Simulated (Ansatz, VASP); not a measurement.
Sb in VASP and in Ansatz

```
Sb
1.0
    -1.86468    1.86468    1.86468
     1.86468   -1.86468    1.86468
     1.86468    1.86468   -1.86468
Sb
1
Direct
  0.00000 0.00000 0.00000
```

Alike in both runs: functional PBEsol; k mesh 16 × 16 × 16; occupations gaussian, width 0.1 eV; no spin polarisation.

Ansatz relaxed the structure, and its values are those at the end. VASP's run is a single point on that final structure, the one shown.

```csv
,VASP,Ansatz
version,VASP 6.6.1,Ansatz 0.2.0
potentials or method,"VASP PAW PBE potentials, release 64 (Sb), cutoff 520 eV","scalar-relativistic, plane waves, PAW"
valence electrons in the cell,5,15
```

|  | VASP | Ansatz | Ansatz less VASP |
| --- | --- | --- | --- |
| gap on the k mesh at the Fermi level (eV) | none | none | - |
| pressure (GPa) | 0.0 | 0.0 | 0.00 |

VASP's potentials were made for PBE, not for PBEsol. A gap of «none» marks a metal or a gap that the smearing closes. VASP's potentials hold 5 valence electrons a cell and Ansatz's 15, so a difference there can come from the potentials and not from the codes.

Spin-orbit coupling is off throughout.
